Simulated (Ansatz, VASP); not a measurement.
# One calculation of LiF, two programs

```
Li F
1.0
     2.66191    0.00000    0.00000
     0.00000    2.66191    0.00000
     0.00000    0.00000    2.35477
Li F
1 1
Direct
  0.00000 0.00000 0.00000
  0.50000 0.50000 0.50000
```

Change from the starting cell: strain +0.040 along x and y, -0.080 along z, atoms carried along.

Alike in both runs: task single point; functional r2SCAN; k mesh 10 × 10 × 10; occupations gaussian, width 0.05 eV; no spin polarisation.

```csv
,VASP,Ansatz
version,VASP 6.6.1,Ansatz 0.2.0
potentials or method,"VASP PAW PBE potentials, release 64 (Li_sv, F), cutoff 520 eV","scalar-relativistic, plane waves, PAW"
valence electrons in the cell,10,10
```

Ansatz gave:

```
gap on the k mesh at the Fermi level (eV) : 7.62
least direct gap on the mesh (eV)         : 8.02
```

Question: Which values does VASP return?

Answer: gap on the k mesh at the Fermi level (eV): 7.81; least direct gap on the mesh (eV): 8.22.

VASP's potentials were made for PBE, not for r2SCAN. With one functional, cell and mesh, what is left measures potentials, basis and numerics.

Noted on VASP's run: the cutoff is under 1.25 times that of the potentials, so the pressure is a little rough.
